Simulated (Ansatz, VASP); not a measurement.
**Two plane-wave programs on H**

Contents of INCAR:

```
SYSTEM = H
PREC     = Accurate       ! precision mode
ENCUT    = 520            ! plane-wave cutoff, eV
EDIFF    = 1E-6           ! SCF threshold, eV
ISMEAR   = 0              ! smearing method
SIGMA    = 0.05           ! smearing width, eV
LREAL    = .FALSE.        ! projectors in reciprocal space
LASPH    = .TRUE.         ! aspherical terms in the spheres
NELM     = 100            ! most SCF steps
ALGO     = Normal         ! electronic algorithm
ISIF     = 2              ! what is computed and relaxed
LWAVE    = .FALSE.        ! write WAVECAR
LCHARG   = .FALSE.        ! write CHGCAR
GGA      = CA             ! functional
NBANDS   = 6              ! bands
```

File KPOINTS:

```
Automatic mesh
0
G
  10 10 26
  0 0 0
```

The input POSCAR:

```
H
1.0
    2.6496387389      0.0000000000      0.0000000000
    0.0000000000      2.6496387389      0.0000000000
    0.0000000000      0.0000000000      0.9559805970
H
1
Direct
    0.0000000000      0.0000000000      0.5000000000
```

Input for Ansatz:

```yaml
crystal:
  lattice:
    - [2.6496387389, 0.0, 0.0]
    - [0.0, 2.6496387389, 0.0]
    - [0.0, 0.0, 0.955980597]
  atoms:
    - { symbol: H, position: [0.0, 0.0, 0.5] }
basis:
  ecutwfc: 420
kpoints:
  mp_grid: { grid: [10, 10, 26] }
hamiltonian:
  xc: lda
scf:
  occupations: { method: gaussian, width: 0.05 }
output:
  forces: true
  stress: true
  eigenvalues: true
```

Change from the starting cell: strain +0.000 along x and y, -0.025 along z, atoms carried along.

Alike in both runs: task single point; functional LDA; k mesh 10 × 10 × 26; occupations gaussian, width 0.05 eV; no spin polarisation.

|  | VASP | Ansatz |
| --- | --- | --- |
| version | VASP 6.6.1 | Ansatz 0.2.0 |
| potentials or method | VASP PAW LDA potentials, release 64 (H), cutoff 520 eV | scalar-relativistic, plane waves, PAW |
| valence electrons in the cell | 1 | 1 |

|  | VASP | Ansatz | Ansatz less VASP |
| --- | --- | --- | --- |
| pressure (GPa) | 4.2 | 4.4 | +0.15 |
| traceless stress, the component that is largest in VASP (GPa) | 8.75 | 8.42 | -0.324 |

LDA's correlation is that of Perdew and Zunger in VASP and of Perdew and Wang (1992) in Ansatz.
